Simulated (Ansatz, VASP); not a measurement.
## TiC in VASP and in Ansatz

```
CELL_PARAMETERS angstrom
0.00000 2.20890 2.20890
2.20890 0.00000 2.20890
2.20890 2.20890 0.00000
ATOMIC_POSITIONS crystal
Ti 0.00000 0.00000 0.00000
C 0.50000 0.50000 0.50000
```

Alike in both runs: task single point; functional PBE; k mesh 16 × 16 × 16; occupations gaussian, width 0.1 eV; no spin polarisation.

|  | VASP | Ansatz |
| --- | --- | --- |
| version | VASP 6.6.1 | Ansatz 0.2.0 |
| potentials or method | VASP PAW PBE potentials, release 64 (Ti_sv, C), cutoff 520 eV | scalar-relativistic, plane waves, PAW |
| valence electrons in the cell | 16 | 16 |

VASP gave:

* gap on the k mesh at the Fermi level (eV): none
* pressure (GPa): -12.7

Estimate Ansatz's values.

gap on the k mesh at the Fermi level (eV): none; pressure (GPa): -13.0.

A gap of «none» marks a metal or a gap that the smearing closes.
